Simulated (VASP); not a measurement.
Write the native input for VASP 6.6.1 that does the following.

```
Task                   : single point
Functional             : PBEsol
Potentials or basis    : VASP PAW PBE potentials, release 64 (Co, Si)
Cutoff                 : 520 eV
k mesh                 : 10 × 10 × 8
Occupations            : gaussian, width 0.1 eV
Spin                   : no spin polarisation
Dipole correction      : no
Further INCAR settings : ALGO = Normal; EDIFF = 1e-07; NBANDS = 26
```

The structure of CoSi2 lies in POSCAR:

```
CoSi2
1.0
    2.6363320614      2.6363320614      0.0000000000
   -2.6363320614      2.6363320614      0.0000000000
    0.0000000000      0.0000000000      5.4718831702
Co Si
2 4
Direct
    0.0000000000      0.0000000000      0.0000000000
    0.5000000000      0.5000000000      0.5000000000
    0.0000000000      0.5000000000      0.7500000000
    0.5000000000      0.0000000000      0.7500000000
    0.5000000000      0.0000000000      0.2500000000
    0.0000000000      0.5000000000      0.2500000000
```

This cell differs from its parent crystal: uniaxial strain along c: +3.0 %.

One way to write it, as run:

INCAR

```
SYSTEM = CoSi2
PREC = Accurate ; ENCUT = 520
EDIFF = 1E-7 ; ISMEAR = 0
SIGMA = 0.1 ; LREAL = .False.
LASPH = .True. ; NELM = 100
ALGO = Normal ; ISIF = 2
LWAVE = .False. ; LCHARG = .False.
GGA = PS ; NBANDS = 26
```

KPOINTS

```
regular mesh
0
Gamma
  10 10 8
  0 0 0
```

Potentials or basis: VASP PAW PBE potentials, release 64 (Co, Si).

Launch:

```sh
$ cat potpaw_PBE.64/Co/POTCAR potpaw_PBE.64/Si/POTCAR > POTCAR
$ mpirun -np 1 vasp_std > vasp.out
```

It gave:

- Pressure: -2.5 GPa
- Band gap on the k mesh: zero (bands 17 and 18 overlap by 3.28 eV)

Caveat: the cell differs from its parent crystal (uniaxial strain along c: +3.0 %); the PAW data sets were made with another functional, which shifts forces and pressure a little; the run has no spin polarisation, though such a crystal can be magnetic.

Wall time 120 s on 1 thread of AMD EPYC 9R45 96-Core Processor (Zen 5), with other jobs on the host, peak memory 0.26 GiB.
